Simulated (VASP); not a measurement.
Input of a VASP 6.6.1 run:

Contents of INCAR:

```
PREC = Accurate
ENCUT = 520
EDIFF = 1E-6
ISMEAR = 0
SIGMA = 0.15
LREAL = False
LASPH = True
NELM = 100
ALGO = Fast
ISIF = 2
LWAVE = False
LCHARG = False
GGA = PE
NBANDS = 17
```

Contents of KPOINTS:

```
Automatic mesh
0
Gamma
  18 18 10
```

The input POSCAR:

```
Hf
1.0
    3.1966985242      0.0000000000      0.0000000000
   -1.5983492621      2.7684221302      0.0000000000
    0.0000000000      0.0000000000      5.0578000000
Hf
2
Direct
    0.2223113499      0.5853929340      0.2500000000
    0.6666666667      0.3333333333      0.7500000000
```

Potentials or basis: VASP PAW PBE potentials, release 64 (Hf_pv).

Command:

```console
$ cat potpaw_PBE.64/Hf_pv/POTCAR > POTCAR
$ mpirun -np 1 vasp_std > vasp.out
```

Q: Predict the pressure.

A: 0.0 GPa.

Q: Predict the band gap on the k mesh.

A: Zero (bands 10 and 11 overlap by 1.58 eV).

Stress tensor (GPa, compression positive):
```
 1.19  2.41  0.00
 2.41 -2.75  0.00
 0.00  0.00  1.49
```

Caveat: the cell differs from its parent crystal (atom 1 (Hf) moved by (-0.225, -0.225) A along x and y); spin-orbit coupling is left out, which moves the levels of the heavy elements.
